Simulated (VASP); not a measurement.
A run of VASP 6.6.1:

Contents of INCAR:

```
SYSTEM = SrTiO3
PREC = Accurate ; ENCUT = 1340
EDIFF = 1E-6 ; ISMEAR = -1
SIGMA = 0.02 ; LREAL = .False.
LASPH = .True. ; NELM = 120
ALGO = Normal ; ISIF = 2
LWAVE = .False. ; LCHARG = .False.
GGA = CA ; NBANDS = 28
GGA_COMPAT = .False.
```

KPOINTS

```
regular mesh
0
Gamma
  6 6 6
  0 0 0
```

POSCAR

```
SrTiO3
1.0
    3.8542327243      0.0000000000      0.0000000000
    0.0000000000      3.8542327243      0.0000000000
    0.0000000000      0.0000000000      3.8542327243
Sr Ti O
1 1 3
Direct
    0.0000000000      0.0000000000      0.0000000000
    0.5000000000      0.5000000000      0.5000000000
    0.5000000000      0.5000000000      0.0000000000
    0.5000000000      0.0000000000      0.5000000000
    0.0000000000      0.5000000000      0.5000000000
```

Potentials or basis: VASP PAW LDA potentials, release 64 (Sr_sv, Ti_sv, O_h).

Command:

```bash
$ cat potpaw_LDA.64/Sr_sv/POTCAR potpaw_LDA.64/Ti_sv/POTCAR potpaw_LDA.64/O_h/POTCAR > POTCAR
$ mpirun -np 1 vasp_std > vasp.out
```

Hardware: 1 thread of AMD EPYC 7571, with other jobs on the host.

How long does it take, and how much memory?

Wall time 3.8 min on 1 thread of AMD EPYC 7571, on a shared host, peak memory 0.32 GiB. Counts: scf iterations 17, k points 20.
